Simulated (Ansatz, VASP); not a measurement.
One calculation of ZnCu, two programs

```xyz
2
Lattice="2.9450 0.0000 0.0000 0.0000 2.9450 0.0000 0.0000 0.0000 2.9450" Properties=species:S:1:pos:R:3 pbc="T T T"
Zn    1.4725    1.4725    1.4725
Cu    0.0000    0.0000    0.0000
```

Alike in both runs: task relaxation of cell and atoms; functional PBEsol; dispersion D3(BJ); k mesh 9 × 9 × 9; occupations fermi-dirac, width 0.05 eV; no spin polarisation.

```csv
,VASP,Ansatz
version,VASP 6.6.1,Ansatz 0.2.0
potentials or method,"VASP PAW PBE potentials, release 64 (Zn, Cu)",Ansatz PAW
plane-wave cutoff (eV),600,420
valence electrons in the cell,23,31
```

Ansatz gave:

```
gap on the k mesh at the Fermi level, each at its own relaxed structure (eV) : none
relaxed volume (Å³/atom)                                                     : 11.78
relaxed cell length with the largest relative difference (Å)                 : 2.867
```

Which values does VASP return?

gap on the k mesh at the Fermi level, each at its own relaxed structure (eV): none; relaxed volume (Å³/atom): 11.84; relaxed cell length with the largest relative difference (Å): 2.872.

VASP's potentials were made for PBE, not for PBEsol. A gap of «none» marks a metal or a gap that the smearing closes. VASP's potentials hold 23 valence electrons a cell and Ansatz's 31, so a difference there can come from the potentials and not from the codes.

Noted on Ansatz's run: the plane-wave basis is chosen anew once the cell has moved, so the energies of steps on either side of that aren't comparable.
